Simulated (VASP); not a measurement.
Input of a VASP 6.6.1 run:

Contents of POSCAR:

```
PtSe2
1.0
    1.8457016943      1.0656163701      5.7607123488
   -1.8457016943      1.0656163701      5.7607123488
    0.0000000000     -2.1312327401      5.7607123488
Pt Se
1 2
Direct
    0.0000000000      0.0000000000      0.0000000000
    0.2567812158      0.2567812158      0.2567812158
    0.7432187842      0.7432187842      0.7432187842
```

File INCAR.step1:

```
SYSTEM = PtSe2
ALGO = Normal
EDIFF = 1E-4
ENCUT = 520
GGA = PE
ISMEAR = 0
LASPH = .True.
LCHARG = .False.
LREAL = .False.
LWAVE = .True.
NBANDS = 18
NELM = 100
PREC = Accurate
SIGMA = 0.01
```

The input INCAR.step2:

```
SYSTEM = PtSe2
ALGO = Normal
EDIFF = 1E-6
ENCUT = 520
ISIF = 2
ISMEAR = 0
ISTART = 1
LASPH = .True.
LCHARG = .False.
LMIXTAU = .True.
LREAL = .False.
LWAVE = .False.
METAGGA = R2SCAN
NBANDS = 18
NELM = 100
PREC = Accurate
SIGMA = 0.01
```

File KPOINTS:

```
k-points
0
Gamma
  8 8 8
  0 0 0
```

Potentials or basis: VASP PAW PBE potentials, release 64 (Pt, Se).

Run with:

```console
$ cat potpaw_PBE.64/Pt/POTCAR potpaw_PBE.64/Se/POTCAR > POTCAR
$ cp INCAR.step1 INCAR
$ mpirun -np 1 vasp_std > vasp.out
$ cp INCAR.step2 INCAR
$ mpirun -np 1 vasp_std > vasp.out
```

Problem. What does it give for the pressure?

Solution. 1.3 GPa.

Problem. Estimate the band gap on the k mesh.

Solution. 0.52 eV (least direct gap 0.99 eV).

Forces in eV/Å, atoms in the order of the input:
```
Pt   0.000  0.000  0.000
Se   0.000  0.000  0.014
Se   0.000  0.000 -0.014
```

Caveat: the PAW data sets were made with another functional, which shifts forces and pressure a little; spin-orbit coupling is left out, which moves the levels of the heavy elements. A k mesh can miss the band edges.
